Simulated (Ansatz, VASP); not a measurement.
## VPdC4N4: VASP beside Ansatz

```
V Pd C N
1.0
     5.85369    0.00000    0.00000
     0.00000    5.85369    0.00000
     0.00000    0.00000    5.85369
V Pd C N
1 1 4 4
Cartesian
  2.9268 2.9268 2.9268
  0.0000 0.0000 0.0000
  1.1525 1.1525 1.1525
  1.1525 4.7011 4.7011
  4.7011 1.1525 4.7011
  4.7011 4.7011 1.1525
  1.8414 1.8414 1.8414
  1.8414 4.0123 4.0123
  4.0123 1.8414 4.0123
  4.0123 4.0123 1.8414
```

Alike in both runs: functional PBE; k mesh 4 × 4 × 4; occupations gaussian, width 0.1 eV; collinear spin.

Ansatz relaxed the structure, and its values are those at the end. VASP's run is a single point on that final structure, the one shown.

```csv
,VASP,Ansatz
version,VASP 6.6.1,Ansatz 0.2.0
potentials or method,"VASP PAW PBE potentials, release 64 (V_sv, Pd_sv_GW, C, N), cutoff 700 eV","scalar-relativistic, plane waves, PAW"
valence electrons in the cell,67,67
```

|  | VASP | Ansatz | Ansatz less VASP |
| --- | --- | --- | --- |
| gap on the k mesh at the Fermi level (eV) | none | none | - |
| pressure (GPa) | 0.0 | -0.2 | -0.22 |
| rms of the force components (eV/Å) | 0.122 | 0.015 | -0.1063 |
| net moment per atom (μB) | 0.10 | 0.10 | 0.000 |
| size of the moment on the site where the two differ most (μB) | 1.17 | 0.90 | -0.264 |

Site moments also hang on the region over which each program counts them. A gap of «none» marks a metal or a gap that the smearing closes. One of these differences is far larger than is usual between the two programs; its cause wasn't traced.

Noted on VASP's run: the standard files for N, O and F lose accuracy on very short bonds.
